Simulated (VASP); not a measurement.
Runs of VASP 6.6.1 on CsSnBr3. The structure is cubic, space group Pm-3m (No. 221). The conventional cell has a = 5.841 Å, b = 5.841 Å, c = 5.841 Å, α = 90.00°, β = 90.00°, γ = 90.00°. Within 5.4 Å of Cs (site symmetry m-3m) lie 12 Br at 4.13 Å and 8 Sn at 5.06 Å. Within 3.8 Å of Sn (site symmetry m-3m) lie 6 Br at 2.92 Å. Within 3.8 Å of Br (site symmetry 4/mmm) lie 2 Sn at 2.92 Å. 

```tsv
level	k mesh	cutoff (eV)	grid for exact exchange (PRECFOCK)	share of exact exchange	screening parameter	gap on the mesh (eV)	pressure (GPa)
r2SCAN	4 × 4 × 4	550	-	-	-	0.69	0.0
HSE06	3 × 3 × 3	400	Normal	0.25	0.2079 1/Å	3.83	(a)
HSE06	2 × 2 × 2	400	Normal	0.25	0.2079 1/Å	1.08	(b)
PBE-based screened hybrid with 15 % exact exchange	2 × 2 × 2	400	Normal	0.15	0.1 1/Å	1.04	1.8
```

Alike in all rows: task single point; potentials or basis VASP PAW PBE potentials, release 64 (Cs_sv, Sn_d, Br); no spin polarisation; cell as given; smearing gaussian 0.01 eV.

Task: Fill in the values left out.

Result: (a) -0.3; (b) 1.7.

Caveats: some runs use coarse meshes; the PAW data sets were made with another functional, which shifts forces and pressure a little; spin-orbit coupling is left out, which moves the levels of the heavy elements; an odd mesh through Γ misses points on the zone boundary, where band edges can lie (at least some runs).

A k mesh can miss the band edges, and the runs leave out spin-orbit coupling on Br, Cs, Sn.
